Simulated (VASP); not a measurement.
Write the native input for VASP 6.6.1 that does the following.

| Quantity | Value |
| --- | --- |
| Task | single point |
| Functional | r2SCAN |
| Potentials or basis | VASP PAW PBE potentials, release 64 (Zn, S) |
| Cutoff | 520 eV |
| k mesh | 8 × 8 × 8 |
| Occupations | gaussian, width 0.01 eV |
| Spin | no spin polarisation |
| Dipole correction | no |
| Further INCAR settings | ALGO = Normal; EDIFF = 1e-06; NBANDS = 16 |

ZnS:

```
Zn S
1.0
     0.00000    2.77491    2.59525
     2.77491    0.00000    2.59525
     2.77491    2.77491    0.00000
Zn S
1 1
Direct
  0.00000 0.00000 0.00000
  0.25000 0.25000 0.25000
```

This cell differs from its parent crystal: epitaxial xy strain +3.0%.

The input as run:

POSCAR

```
ZnS
1.0
    0.0000000000      2.7749084065      2.5952488266
    2.7749084065      0.0000000000      2.5952488266
    2.7749084065      2.7749084065      0.0000000000
Zn S
1 1
Direct
    0.0000000000      0.0000000000      0.0000000000
    0.2500000000      0.2500000000      0.2500000000
```

INCAR.step1

```
  PREC = Accurate
  ENCUT = 520
  ISMEAR = 0
  SIGMA = 0.01
  LREAL = F
  LASPH = T
  NELM = 60
  NBANDS = 16
  GGA = PE
  ALGO = Normal
  EDIFF = 1E-4
  LWAVE = T
  LCHARG = F
```

INCAR.step2

```
  PREC = Accurate
  ENCUT = 520
  EDIFF = 1E-6
  ISMEAR = 0
  SIGMA = 0.01
  LREAL = F
  LASPH = T
  NELM = 60
  ALGO = Normal
  ISIF = 2
  LWAVE = F
  LCHARG = F
  METAGGA = R2SCAN
  LMIXTAU = T
  NBANDS = 16
  ISTART = 1
```

KPOINTS

```
Automatic mesh
0
Gamma
  8 8 8
```

Potentials or basis: VASP PAW PBE potentials, release 64 (Zn, S).

The run is started by

```bash
$ cat potpaw_PBE.64/Zn/POTCAR potpaw_PBE.64/S/POTCAR > POTCAR
$ cp INCAR.step1 INCAR
$ mpirun -np 1 vasp_std > vasp.out
$ cp INCAR.step2 INCAR
$ mpirun -np 1 vasp_std > vasp.out
```

Results of the run:

The pressure is -1.7 GPa. The band gap on the k mesh is 2.46 eV.

Caveat: the cell differs from its parent crystal (epitaxial xy strain +3.0%); the PAW data sets were made with another functional, which shifts forces and pressure a little.

Run time: 100 s on 1 thread of AMD EPYC 7R13 Processor (Zen 3) (shared host), peak memory 0.16 GiB.
